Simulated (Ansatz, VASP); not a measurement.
One calculation of Ru, two programs

```xyz
2
Lattice="2.6922 0.0000 0.0000 -1.3461 2.3315 0.0000 0.0000 0.0000 4.2460" Properties=species:S:1:pos:R:3 pbc="T T T"
Ru    0.0000    1.5543    1.0615
Ru    1.3461    0.7772    3.1845
```

Alike in both runs: functional PBEsol; k mesh 16 × 16 × 8; occupations fermi-dirac, width 0.1 eV; no spin polarisation.

Ansatz relaxed the structure, and its values are those at the end. VASP's run is a single point on that final structure, the one shown.

|  | VASP | Ansatz |
| --- | --- | --- |
| version | VASP 6.6.1 | Ansatz 0.2.0 |
| potentials or method | VASP PAW PBE potentials, release 64 (Ru_pv) | PAW with Ansatz's default frozen-core files, scalar-relativistic |
| plane-wave cutoff (eV) | 520 | 420 |
| valence electrons in the cell | 28 | 32 |

Ansatz gave:

- pressure (GPa): 0.0

Which values does VASP return?

Pressure (GPa): -0.1.

VASP's potentials were made for PBE, not for PBEsol. VASP's potentials hold 28 valence electrons a cell and Ansatz's 32, so a difference there can come from the potentials and not from the codes.
